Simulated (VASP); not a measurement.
A run of VASP 6.6.1:

The input INCAR:

```
PREC = Accurate ; ENCUT = 500
EDIFF = 1E-6 ; ISMEAR = 1
SIGMA = 0.0981 ; LREAL = F
LASPH = T ; NELM = 120
ALGO = Normal ; ISIF = 2
LWAVE = F ; LCHARG = F
GGA = PE ; NBANDS = 18
GGA_COMPAT = F
```

The input KPOINTS:

```
regular mesh
0
Gamma
  6 6 6
```

Contents of POSCAR:

```
PtSe2
1.0
    1.8457016919      1.0656163687      5.7607123393
   -1.8457016919      1.0656163687      5.7607123393
    0.0000000000     -2.1312327373      5.7607123393
Pt Se
1 2
Direct
    0.0000000000      0.0000000000      0.0000000000
    0.2567812155      0.2567812155      0.2567812155
    0.7432187845      0.7432187845      0.7432187845
```

Potentials or basis: VASP PAW PBE potentials, release 64 (Pt, Se).

Launch:

```bash
$ cat potpaw_PBE.64/Pt/POTCAR potpaw_PBE.64/Se/POTCAR > POTCAR
$ mpirun -np 1 vasp_std > vasp.out
```

Hardware: 1 thread of AMD EPYC 7R13, with other jobs on the host.

Q: Estimate the wall time of this run.

A: It took 2.6 min on 1 thread of AMD EPYC 7R13 (shared host), peak memory 0.28 GiB. Counts: scf iterations 13, k points 32.
